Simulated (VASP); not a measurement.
# B12HN12 (a cell with a defect) in VASP: a series of runs

The runs below take B12HN12 (a cell with a defect) through single point, with PBE+D3(BJ).

All numbers are computed with VASP 6.6.1; they aren't measurements. Logs are shortened: lines on timing, memory, paths and dates and some standing lists are left out, and cuts for length are marked.

**1. The cell of the first run**

The cell holds a defect, 25 atoms: a = 6.642 Å, b = 6.642 Å, c = 6.642 Å, α = 98.45°, β = 111.01°, γ = 119.63°.

**2. Single point, PBE+D3(BJ)**

File INCAR:

```
SYSTEM = B12HN12
PREC = Accurate ; ENCUT = 520
EDIFF = 1E-7 ; ISMEAR = 0
SIGMA = 0.02 ; LREAL = Auto
LASPH = .TRUE. ; NELM = 60
ALGO = Normal ; ISIF = 2
LWAVE = .FALSE. ; LCHARG = .TRUE.
GGA = PE ; IVDW = 12
LELF = .TRUE. ; LVHAR = .TRUE.
NBANDS = 66 ; NELECT = 96.0
```

File KPOINTS:

```
Automatic mesh
0
Gamma
  2 2 2
  0.5 0.5 0.5
```

File POSCAR:

```
B12HN12
1.0
   -3.7615274009     -3.3394822066     -4.3376638254
    3.7615274009     -3.3394822066      4.3376638254
   -3.7615274009      3.3394822066      4.3376638254
B N H
12 12 1
Direct
    0.1696667568      0.7531021268      0.9166550615
    1.0022726074     -0.0001005212     -0.0000422671
    0.3295438735      0.4998926902      0.8224690164
    0.8271001399      0.2431228281      0.0844833245
    0.6927499512      0.5178108578      0.1688457212
    0.1625201725      0.2458575822      0.4159073651
    0.5121459038      0.7687989205      0.2567779659
    0.3337826268      0.0005628813      0.3353501550
    0.9966135446      0.4966982095      0.4985952697
    0.8378226485      0.7539698561      0.5834343845
    0.6553877696     -0.0111061934      0.6676319027
    0.4991128700      0.2482234950      0.7502164522
    0.1680986298      0.0842910063      0.2499320695
    0.9941233339      0.3270432941      0.3333356422
    0.3377236962      0.8380592287      0.1674409749
    0.8409098382      0.5910548480      0.4154508107
    0.6646009825      0.8312590812      0.5002377504
    0.1621765332      0.5791052574      0.7489398640
    0.4941145968      0.0768451331      0.5846118464
    0.3297481313      0.3294176922      0.6662402735
    1.0041433590      0.8363627019      0.8325938183
    0.8166811534      0.0646936981      0.9181006049
    0.6718602354      0.3379974397      1.0005852796
    0.5506424249      0.6370665718      0.0806637210
    0.6805372228      0.7934170689      0.0560449551
```

Potentials or basis: VASP PAW PBE potentials, release 64 (B, N, H).

On the command line:

```sh
$ cat potpaw_PBE.64/B/POTCAR potpaw_PBE.64/N/POTCAR potpaw_PBE.64/H/POTCAR > POTCAR
$ mpirun -np 1 vasp_std > vasp.out
```

OUTCAR:

```text
SYSTEM = B12HN12
   PREC = Accurate
   ENCUT = 520
   EDIFF = 1E-7
   ISMEAR = 0
   LREAL = Auto
   LASPH = .TRUE.
   NELM = 60
   ISIF = 2
   GGA = PE
   IVDW = 12
   NELECT = 96.0
 IVDW          = 12

 ion  position               nearest neighbor table
   1  0.170  0.753  0.917-  21 1.44  18 1.45  15 1.45
   2  0.002  1.000  1.000-  21 1.44  13 1.45  22 1.45
   3  0.330  0.500  0.822-  18 1.42  20 1.42  24 1.53
   4  0.827  0.243  0.084-  14 1.44  23 1.45  22 1.45
   5  0.693  0.518  0.169-  16 1.42  23 1.42  24 1.53
   6  0.163  0.246  0.416-  14 1.44  13 1.45  20 1.45
[... 15 lines left out ...]
  22  0.817  0.065  0.918-   4 1.45  11 1.45   2 1.45
  23  0.672  0.338  0.001-   5 1.42  12 1.45   4 1.45
  24  0.551  0.637  0.081-  25 1.06   7 1.53   3 1.53   5 1.53
  25  0.681  0.793  0.056-  24 1.06

  LATTYP: Found a body centered orthorhombic cell.
 ALAT       =     6.6789644132
 B/A-ratio  =     1.1263804291
 C/A-ratio  =     1.2989031104

  Lattice vectors:

 A1 = (  -3.7615274009,   3.3394822066,  -4.3376638254)
 A2 = (   3.7615274009,  -3.3394822066,  -4.3376638254)
 A3 = (  -3.7615274009,  -3.3394822066,   4.3376638254)

Analysis of symmetry for initial positions (statically):
=====================================================================
 Subroutine PRICEL returns:
 Original cell was already a primitive cell.

 Routine SETGRP: Setting up the symmetry group for a
 body centered orthorhombic supercell.

 Subroutine GETGRP returns: Found  1 space group operations
 (whereof  1 operations were pure point group operations)
 out of a pool of  8 trial point group operations.

The static configuration has the point symmetry C_1 .

Analysis of symmetry for dynamics (positions and initial velocities):
=====================================================================
 Subroutine PRICEL returns:
 Original cell was already a primitive cell.

 Routine SETGRP: Setting up the symmetry group for a
 body centered orthorhombic supercell.

 Subroutine GETGRP returns: Found  1 space group operations
 (whereof  1 operations were pure point group operations)
 out of a pool of  8 trial point group operations.

The dynamic configuration has the point symmetry C_1 .

 Subroutine INISYM returns: Found  1 space group operations
 (whereof  1 operations are pure point group operations),
 and found     1 'primitive' translations

----------------------------------------------------------------------------------------

                                     Primitive cell
[... 123 lines left out ...]
   ISYM   =      2    0-nonsym 1-usesym 2-fastsym
   POTIM  = 0.5000    time-step for ionic-motion
   TEBEG  =    0.0;   TEEND  =   0.0 temperature during run
   PSTRESS=    0.0 pullay stress
   NELECT =      96.0000    total number of electrons
   NUPDOWN=      -1.0000    fix difference up-down
   EMIN   =  10.00;   EMAX   =-10.00  energy-range for DOS
   EFERMI =   0.00;   METHOD = LEGACY
   ISMEAR =     0;   SIGMA  =   0.02  broadening in eV -4-tet -1-fermi 0-gaus
   EFERMI_NEDOS =   21; number of points for ismear=-14 and -15
   IALGO  =     38    algorithm
   IMIX   =      4    mixing-type and parameters
     AMIX     =   0.40;   BMIX     =  1.00
     AMIX_MAG =   1.60;   BMIX_MAG =  1.00
  volume/ion in A,a.u.               =       8.72        58.83
  Fermi-wavevector in a.u.,A,eV,Ry     =   1.245601  2.353844 21.109725  1.551521
  Thomas-Fermi vector in A             =   2.379816
   LORBIT       =      0    0 simple, 1 ext, 2 COOP (PROOUT), +10 PAW based schemes
   GGA     = PE    functional components
   LHFCALC =     F    Hartree Fock is set to
   AEXX    =    0.0000 exact exchange contribution
   IVDW    =    12    specifies the selected vdW correction
   LEPSILON=     F    determine dielectric tensor
   LRPA    =     F    only Hartree local field effects (RPA)
 non-spin polarized calculation
 Gauss-broadening in eV      SIGMA  =   0.02
  energy-cutoff  :      520.00
  volume of cell :      217.95
 maximum number of plane-waves:      5886
 NGX is ok and might be reduce to    50
   NGX = 25   NGY = 25   NGZ = 25

 number of electron      95.9999999 magnetization

 Free energy of the ion-electron system (eV)
  ---------------------------------------------------
  ext. energy  EPLUGINS =         0.00000000
  ---------------------------------------------------
  free energy    TOTEN  =      -217.32094563 eV

  energy without entropy =     -217.32094563  energy(sigma->0) =     -217.32094563

 E-fermi :   2.4772     XC(G=0): -10.0236

 val. band max:        2.3247033560   @ k =  -0.2500  -0.2500   0.2500
 cond. band min:       6.2121809491   @ k =   0.2500  -0.2500   0.2500
 fundamental gap:      3.8874775931
 Fermi energy:         2.4772459319

 k-point     1 :       0.2500    0.2500    0.2500
  band No.  band energies     occupation
      1     -15.5969      2.00000
      2     -14.6183      2.00000
      3     -14.5770      2.00000
      4     -14.5605      2.00000
      5     -13.4444      2.00000
      6     -12.6592      2.00000
[... 241 lines left out ...]
     59      10.4764      0.00000
     60      10.5124      0.00000
 [bands above 60 left out]

------------------------ aborting loop because EDIFF is reached ----------------------------------------

 Edisp (eV)   -3.49091

 E8    (eV) :    -1.0157

  FORCE on cell =-STRESS in cart. coord.  units (eV):
  Direction    XX          YY          ZZ          XY          YZ          ZX
  --------------------------------------------------------------------------------------
  -------------------------------------------------------------------------------------
  Total      -5.32495    -7.72930    -5.03609     0.85160     0.15103    -0.06694
  in kB     -39.14416   -56.81872   -37.02075     6.26018     1.11022    -0.49208
  external pressure =      -44.33 kB  Pullay stress =        0.00 kB

 VOLUME and BASIS-vectors are now :
 -----------------------------------------------------------------------------
  energy-cutoff  :      520.00
  volume of cell :      217.95
      direct lattice vectors                 reciprocal lattice vectors
    -3.761527401 -3.339482207 -4.337663825    -0.132924726 -0.149723810  0.000000000
     3.761527401 -3.339482207  4.337663825     0.000000000 -0.149723810  0.115269422
    -3.761527401  3.339482207  4.337663825    -0.132924726  0.000000000  0.115269422

 POSITION                                       TOTAL-FORCE (eV/Angst)
 -----------------------------------------------------------------------------------
     -1.25342     -0.02042      6.50689         0.017035      0.021569      0.001561
     -0.00877     -0.00739      8.66485         0.025814     -0.063164      0.001903
     -2.45297     -0.02327      4.30651         0.028031      0.027903     -0.016892
     -2.51443     -3.29186     -2.16664         0.009562     -0.082484     -0.009620
     -1.29316     -3.47879     -0.02643        -0.009145      0.095423     -0.004076
     -1.25097      0.02514      2.16556         0.016766     -0.014311     -0.005662
[... 17 lines left out ...]
      0.02167     -3.69696      0.72477        -0.054600      0.140202     -0.010063
      0.21379     -4.73508      0.73274        -0.282980      0.064456      0.008795
 -----------------------------------------------------------------------------------
    total drift:                               -0.001271      0.000128      0.000579

  FREE ENERGIE OF THE ION-ELECTRON SYSTEM (eV)
  ---------------------------------------------------
  free  energy   TOTEN  =      -220.8118515090 eV

  energy  without entropy=     -220.8118515090  energy(sigma->0) =     -220.81185151
```

OSZICAR:

```text
N       E                     dE             d eps       ncg     rms          rms(c)
DAV:   1     0.458658146817E+03    0.45866E+03   -0.49425E+04   528   0.136E+03
DAV:   2    -0.195870643409E+03   -0.65453E+03   -0.62101E+03   640   0.314E+02
DAV:   3    -0.236861205531E+03   -0.40991E+02   -0.40612E+02   640   0.809E+01
DAV:   4    -0.237582185471E+03   -0.72098E+00   -0.71949E+00   632   0.114E+01
DAV:   5    -0.237597992365E+03   -0.15807E-01   -0.15798E-01   648   0.161E+00    0.274E+01
DAV:   6    -0.219454115835E+03    0.18144E+02   -0.50702E+01   592   0.254E+01    0.124E+01
DAV:   7    -0.217780994251E+03    0.16731E+01   -0.31058E+00   632   0.692E+00    0.770E+00
DAV:   8    -0.217323458826E+03    0.45754E+00   -0.14867E+00   600   0.428E+00    0.852E-01
DAV:   9    -0.217315775389E+03    0.76834E-02   -0.69819E-02   608   0.110E+00    0.434E-01
DAV:  10    -0.217320073300E+03   -0.42979E-02   -0.76291E-03   632   0.363E-01    0.132E-01
DAV:  11    -0.217320755802E+03   -0.68250E-03   -0.10220E-03   600   0.146E-01    0.548E-02
DAV:  12    -0.217320902603E+03   -0.14680E-03   -0.17684E-04   632   0.656E-02    0.279E-02
DAV:  13    -0.217320942611E+03   -0.40008E-04   -0.42920E-05   600   0.295E-02    0.974E-03
DAV:  14    -0.217320945111E+03   -0.25000E-05   -0.54573E-06   640   0.102E-02    0.299E-03
DAV:  15    -0.217320945615E+03   -0.50375E-06   -0.67085E-07   616   0.333E-03    0.111E-03
DAV:  16    -0.217320945628E+03   -0.13214E-07   -0.77399E-08   432   0.144E-03
   1 F= -.22081185E+03 E0= -.22081185E+03  d E =-.153512E-27
```

It took 2.5 min on 1 thread of Intel Xeon Platinum 8375C at 2.90GHz (Ice Lake), shared host; peak memory 0.35 GiB.

Results:

```
Free energy                : -220.8119 eV
Largest force              : 0.290 eV/Å
Dispersion energy per atom : -0.140 eV
```

Forces in eV/Å, atoms in the order of the input:
```
B    0.017  0.022  0.002
B    0.026 -0.063  0.002
B    0.028  0.028 -0.017
B    0.010 -0.082 -0.010
B   -0.009  0.095 -0.004
B    0.017 -0.014 -0.006
B    0.009  0.067  0.026
B    0.026  0.015  0.007
B    0.007  0.009 -0.005
B    0.008  0.000  0.004
B    0.018 -0.099  0.013
B    0.013 -0.014  0.001
N    0.023  0.018 -0.003
N    0.014 -0.006  0.001
N    0.017  0.029 -0.006
N    0.002  0.037  0.001
N    0.008 -0.014 -0.007
N    0.001 -0.002  0.009
N    0.026 -0.033 -0.002
N    0.009  0.007  0.006
N    0.013 -0.004 -0.004
N    0.036 -0.214 -0.006
N    0.019  0.013 -0.002
N   -0.055  0.140 -0.010
H   -0.283  0.064  0.009
```

Caveat: the k points lie up to 0.63 Å⁻¹ apart; the cell carries a net charge on a neutralising background, which shifts energy and pressure; the cell is charged against a uniform background, so pressure and absolute levels hang on convention.

**3. Single point, PBE+D3(BJ)**

File INCAR:

```
SYSTEM = B12HN12
  PREC = Accurate
  ENCUT = 520
  EDIFF = 1E-6
  ISMEAR = 0
  SIGMA = 0.02
  LREAL = Auto
  LASPH = .True.
  NELM = 60
  ALGO = Normal
  ISIF = 2
  LWAVE = .False.
  LCHARG = .True.
  GGA = PE
  IVDW = 12
  LELF = .True.
  LVHAR = .True.
  NELECT = 96.0
  NBANDS = 66
```

KPOINTS is that of step 2.

File POSCAR:

```
B12HN12
1.0
   -3.7615274009     -3.3394822066     -4.3376638254
    3.7615274009     -3.3394822066      4.3376638254
   -3.7615274009      3.3394822066      4.3376638254
B N H
12 12 1
Direct
    0.1712288629      0.7545677569      0.9169039238
    0.9983993903     -0.0056513586      0.0014719011
    0.3307554558      0.5010757470      0.8230088771
    0.8195532170      0.2365036609      0.0854291580
    0.6988025804      0.5268467597      0.1671202684
    0.1621059043      0.2450640912      0.4164756298
    0.5174006894      0.7728832428      0.2553977474
    0.3360109847      0.0016235695      0.3360777260
    0.9964648573      0.4975984747      0.4981445655
    0.8376146583      0.7538201183      0.5831518178
    0.6453061647     -0.0223388239      0.6672975666
    0.4982957995      0.2468845057      0.7506071945
    0.1703599868      0.0856587720      0.2509446188
    0.9924513364      0.3253764904      0.3336635772
    0.3413225495      0.8412381598      0.1675764122
    0.8432886973      0.5946326202      0.4143222119
    0.6622986880      0.8287831546      0.4996706611
    0.1618754700      0.5791841633      0.7486179906
    0.4914554193      0.0728721331      0.5854934086
    0.3300425025      0.3292828889      0.6666828193
    1.0033862784      0.8357462879      0.8328328491
    0.7965464608      0.0431971082      0.9197499842
    0.6727504188      0.3390863808      1.0009866145
    0.5584964331      0.6479838345      0.0777948107
    0.6641600156      0.8057700688      0.0271291644
```

Potentials or basis: VASP PAW PBE potentials, release 64 (B, N, H).

On the command line:

```sh
$ cat potpaw_PBE.64/B/POTCAR potpaw_PBE.64/N/POTCAR potpaw_PBE.64/H/POTCAR > POTCAR
$ mpirun -np 1 vasp_std > vasp.out
```

OUTCAR:

```text
SYSTEM = B12HN12
   PREC = Accurate
   ENCUT = 520
   EDIFF = 1E-6
   ISMEAR = 0
   LREAL = Auto
   LASPH = .True.
   NELM = 60
   ISIF = 2
   GGA = PE
   IVDW = 12
   NELECT = 96.0
 IVDW          = 12

 ion  position               nearest neighbor table
   1  0.171  0.755  0.917-  21 1.44  18 1.45  15 1.45
   2  0.998  0.994  0.001-  21 1.44  13 1.44  22 1.47
   3  0.331  0.501  0.823-  20 1.42  18 1.42  24 1.52
   4  0.820  0.237  0.085-  14 1.44  23 1.45  22 1.47
   5  0.699  0.527  0.167-  16 1.43  23 1.43  24 1.53
   6  0.162  0.245  0.416-  13 1.45  14 1.45  20 1.45
[... 501 lines left out ...]
  Total      -7.71559    -8.24253    -7.01605     2.12486     0.13069    -0.11689
  in kB     -56.71797   -60.59149   -51.57560    15.62002     0.96074    -0.85928
  external pressure =      -56.30 kB  Pullay stress =        0.00 kB

 VOLUME and BASIS-vectors are now :
 -----------------------------------------------------------------------------
  energy-cutoff  :      520.00
  volume of cell :      217.95
      direct lattice vectors                 reciprocal lattice vectors
    -3.761527401 -3.339482207 -4.337663825    -0.132924726 -0.149723810  0.000000000
     3.761527401 -3.339482207  4.337663825     0.000000000 -0.149723810  0.115269422
    -3.761527401  3.339482207  4.337663825    -0.132924726  0.000000000  0.115269422

 POSITION                                       TOTAL-FORCE (eV/Angst)
 -----------------------------------------------------------------------------------
     -1.25471     -0.02970      6.50755         0.042346      0.017891      0.008910
     -0.02077     -6.64983     -0.01119         0.102370     -0.056153      0.036053
     -2.45511     -0.02946      4.30873         0.118189      0.074180     -0.069002
     -2.51450     -3.24139     -2.15851         0.004369     -0.107914     -0.057425
     -1.27544     -3.53494     -0.02098        -0.054928     -0.023519     -0.041556
     -1.25454      0.03108      2.16638         0.029967     -0.001966     -0.018577
[... 17 lines left out ...]
      0.04398     -3.76923      0.72561        -0.001614     -0.094560      0.010233
      0.43062     -4.81821      0.73193        -0.814346      0.776687      0.012265
 -----------------------------------------------------------------------------------
    total drift:                                0.004747     -0.000892     -0.000768

  FREE ENERGIE OF THE ION-ELECTRON SYSTEM (eV)
  ---------------------------------------------------
  free  energy   TOTEN  =      -220.5705956709 eV

  energy  without entropy=     -220.5705956709  energy(sigma->0) =     -220.57059567
```

OSZICAR:

```text
N       E                     dE             d eps       ncg     rms          rms(c)
DAV:   1     0.457585508784E+03    0.45759E+03   -0.49373E+04   528   0.136E+03
DAV:   2    -0.195206745835E+03   -0.65279E+03   -0.61601E+03   640   0.314E+02
DAV:   3    -0.236271565095E+03   -0.41065E+02   -0.40692E+02   640   0.813E+01
DAV:   4    -0.237011324905E+03   -0.73976E+00   -0.73827E+00   632   0.115E+01
DAV:   5    -0.237028119221E+03   -0.16794E-01   -0.16786E-01   656   0.165E+00    0.272E+01
DAV:   6    -0.219149607289E+03    0.17879E+02   -0.50348E+01   600   0.254E+01    0.124E+01
DAV:   7    -0.217526610914E+03    0.16230E+01   -0.30582E+00   624   0.688E+00    0.765E+00
DAV:   8    -0.217077939319E+03    0.44867E+00   -0.14146E+00   600   0.421E+00    0.829E-01
DAV:   9    -0.217072176388E+03    0.57629E-02   -0.63823E-02   624   0.108E+00    0.426E-01
DAV:  10    -0.217076579599E+03   -0.44032E-02   -0.88280E-03   624   0.380E-01    0.136E-01
DAV:  11    -0.217077156238E+03   -0.57664E-03   -0.97682E-04   616   0.152E-01    0.563E-02
DAV:  12    -0.217077340617E+03   -0.18438E-03   -0.24514E-04   624   0.718E-02    0.284E-02
DAV:  13    -0.217077381928E+03   -0.41311E-04   -0.41848E-05   616   0.300E-02    0.104E-02
DAV:  14    -0.217077385544E+03   -0.36155E-05   -0.68609E-06   624   0.113E-02    0.296E-03
DAV:  15    -0.217077386083E+03   -0.53934E-06   -0.66444E-07   424   0.353E-03
   1 F= -.22057060E+03 E0= -.22057060E+03  d E =-.104056E-24
```

stdout:

```text
POSCAR found type information on POSCAR B N H
 POSCAR found :  3 types and      25 ions
 scaLAPACK will be used
 LDA part: xc-table for (Slater+PW92), standard interpolation
 POSCAR, INCAR and KPOINTS ok, starting setup
 FFT: planning ... GRIDC
 FFT: planning ... GRID_SOFT
 FFT: planning ... GRID
 WAVECAR not read
 entering main loop
 the old and the new charge density differ
 old charge density:    97.00000 new   96.00000
    0.272E+01
```

It took 2.5 min on 1 thread of Intel Xeon Platinum 8375C at 2.90GHz (Ice Lake), shared host; peak memory 0.35 GiB.

Results:

| Item | Value |
| --- | --- |
| Free energy | -220.5706 eV |
| Largest force | 1.125 eV/Å |
| Dispersion energy per atom | -0.140 eV |

Forces on the atoms (eV/Å):
```
B    0.042  0.018  0.009
B    0.102 -0.056  0.036
B    0.118  0.074 -0.069
B    0.004 -0.108 -0.057
B   -0.055 -0.024 -0.042
B    0.030 -0.002 -0.019
B    0.016  0.039  0.108
B    0.044  0.035  0.020
B    0.030  0.018 -0.028
B    0.012 -0.015  0.016
B    0.006 -0.156  0.044
B    0.012 -0.020 -0.006
N    0.051  0.036 -0.010
N    0.037  0.011 -0.003
N    0.029  0.020  0.000
N    0.027  0.004 -0.003
N    0.019 -0.017 -0.040
N    0.017  0.012  0.019
N    0.056 -0.030  0.002
N    0.020  0.022  0.014
N    0.014  0.015 -0.008
N    0.134 -0.560 -0.016
N    0.050  0.001  0.008
N   -0.002 -0.095  0.010
H   -0.814  0.777  0.012
```

Levels at points of the mesh, in eV from the Fermi level:
```
           k point  band 46  band 47  band 48  band 49  band 50  band 51
(0.25, 0.25, 0.25)    -1.17    -1.06    -1.02     4.16     4.80     5.07
```

Caveat: the k points lie up to 0.63 Å⁻¹ apart; the cell carries a net charge on a neutralising background, which shifts energy and pressure; the cell is charged against a uniform background, so pressure and absolute levels hang on convention.

(Continued in part 2 of 2.)
